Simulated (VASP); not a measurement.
The system is Sc3B2P.

```xyz
6
Lattice="4.1608 0.0000 0.0000 0.0000 4.1608 0.0000 0.0000 0.0000 6.0650" Properties=species:S:1:pos:R:3 pbc="T T T"
Sc    2.0804    2.0804    0.0000
Sc    0.0000    2.0804    0.0000
Sc    2.0804    0.0000    0.0000
B     2.0804    2.0804    1.9215
B     2.0804    2.0804    4.1435
P     0.0000    0.0000    0.0000
```

```yaml
Program: VASP 6.6.1
Task: relaxation of cell and atoms
Functional: PBE
Potentials_or_basis: VASP PAW PBE potentials, release 64 (Sc_sv, B, P)
Cutoff: 600 eV
k_mesh: 4 × 4 × 4
Occupations: gaussian, width 0.1 eV
Spin: no spin polarisation
```

At the start: pressure 52.2 GPa; volume 17.50 Å³/atom.

Task: Where does the relaxation end?

Result: Over 13 steps the energy falls by 2004.1 meV/atom and the volume is 27.84 Å³/atom (+59.1 %); space group P4/mmm (No. 123, to 0.05 Å).

The path:
```csv
step,energy change (eV),largest force (eV/Å),pressure (GPa),volume (Å³)
1,0.0000,5.4040,52.19,105.00
2,-10.7686,2.9116,-5.63,211.39
3,-11.1674,4.3152,-1.55,172.79
4,-11.2326,4.0858,-2.91,180.91
5,-11.6252,5.4349,-0.05,174.78
6,-11.9603,0.1288,-1.87,176.89
7,-11.9612,0.0421,-1.81,176.80
8,-11.9612,0.2011,-1.77,176.72
9,-12.0205,0.1060,-0.43,169.32
10,-12.0242,0.0811,0.00,167.19
11,-12.0242,0.0783,0.04,167.00
12,-12.0240,0.1380,-0.04,167.12
13,-12.0243,0.0008,0.01,167.04
```

Final structure:
```cif
data_structure
_symmetry_space_group_name_H-M 'P 1'
_symmetry_Int_Tables_number 1
_cell_length_a 5.2617
_cell_length_b 5.2617
_cell_length_c 6.0336
_cell_angle_alpha 90.000
_cell_angle_beta 90.000
_cell_angle_gamma 90.000
_cell_volume 167.04
loop_
_atom_site_label
_atom_site_type_symbol
_atom_site_fract_x
_atom_site_fract_y
_atom_site_fract_z
_atom_site_occupancy
Sc1 Sc 0.50000 0.50000 0.00000 1
Sc2 Sc 0.00000 0.50000 0.00000 1
Sc3 Sc 0.50000 0.00000 0.00000 1
B1 B 0.50000 0.50000 0.36983 1
B2 B 0.50000 0.50000 0.63017 1
P1 P 0.00000 0.00000 0.00000 1
```

Caveat: the k points lie up to 0.30 Å⁻¹ apart in the final cell; the volume moved by over 15 % at a fixed basis, so the end points are rough.
